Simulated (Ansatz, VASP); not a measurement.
# Two plane-wave programs on AlN

File INCAR:

```
SYSTEM = AlN
  ALGO = Normal
  EDIFF = 1E-6
  ENCUT = 520
  GGA = PS
  ISIF = 2
  ISMEAR = 0
  LASPH = .TRUE.
  LCHARG = .FALSE.
  LREAL = .FALSE.
  LWAVE = .FALSE.
  NBANDS = 26
  NELM = 80
  PREC = Accurate
  SIGMA = 0.05
```

The input KPOINTS:

```
k-points
0
G
  6 6 6
  0 0 0
```

Contents of POSCAR:

```
AlN
1.0
    4.3771405283      0.0000000000      0.0000000000
    0.0000000000     -4.3771405283      0.0000000000
    0.0000000000      0.0000000000     -4.3771405283
Al N
4 4
Direct
   -0.0203547165     -0.0863577483     -0.0203547165
    0.5000000000      0.5000000000      0.0000000000
    0.5000000000      0.0000000000      0.5000000000
    0.0000000000      0.5000000000      0.5000000000
    0.7500000000      0.7500000000      0.7500000000
    0.2500000000      0.2500000000      0.7500000000
    0.2500000000      0.7500000000      0.2500000000
    0.7500000000      0.2500000000      0.2500000000
```

Input for Ansatz:

```yaml
crystal:
  lattice:
    - [4.3771405283, 0.0, 0.0]
    - [0.0, -4.3771405283, 0.0]
    - [0.0, 0.0, -4.3771405283]
  atoms:
    - { symbol: Al, position: [-0.0203547165, -0.0863577483, -0.0203547165] }
    - { symbol: Al, position: [0.5, 0.5, 0.0] }
    - { symbol: Al, position: [0.5, 0.0, 0.5] }
    - { symbol: Al, position: [0.0, 0.5, 0.5] }
    - { symbol: "N", position: [0.75, 0.75, 0.75] }
    - { symbol: "N", position: [0.25, 0.25, 0.75] }
    - { symbol: "N", position: [0.25, 0.75, 0.25] }
    - { symbol: "N", position: [0.75, 0.25, 0.25] }
basis:
  ecutwfc: 420
kpoints:
  mp_grid: { grid: [6, 6, 6] }
hamiltonian:
  xc: pbesol
  pseudopotentials: { kind: paw, azcp: { folder: soft_1 } }
scf:
  occupations: { method: gaussian, width: 0.05 }
output:
  forces: true
  stress: true
  eigenvalues: true
```

Alike in both runs: task single point; functional PBEsol; k mesh 6 × 6 × 6; occupations gaussian, width 0.05 eV; no spin polarisation.

|  | VASP | Ansatz |
| --- | --- | --- |
| version | VASP 6.6.1 | Ansatz 0.2.0 |
| potentials or method | VASP PAW PBE potentials, release 64 (Al, N), cutoff 520 eV | scalar-relativistic, plane waves, PAW |
| valence electrons in the cell | 32 | 32 |

Ansatz gave:

| Item | Value |
| --- | --- |
| gap on the k mesh at the Fermi level (eV) | 1.79 |
| least direct gap on the mesh (eV) | 1.82 |
| pressure (GPa) | 6.2 |
| traceless stress, the component that is largest in VASP (GPa) | -9.55 |
| rms of the force components (eV/Å) | 2.680 |

Question: Which values does VASP return?

Answer: gap on the k mesh at the Fermi level (eV): 1.78; least direct gap on the mesh (eV): 1.81; pressure (GPa): 6.3; traceless stress, the component that is largest in VASP (GPa): -9.73; rms of the force components (eV/Å): 2.706.

VASP's potentials were made for PBE, not for PBEsol, and Ansatz warns of the same on its side. Atom by atom the forces differ by 0.028 eV/Å (rms over components). With one functional, cell and mesh, what is left measures potentials, basis and numerics.
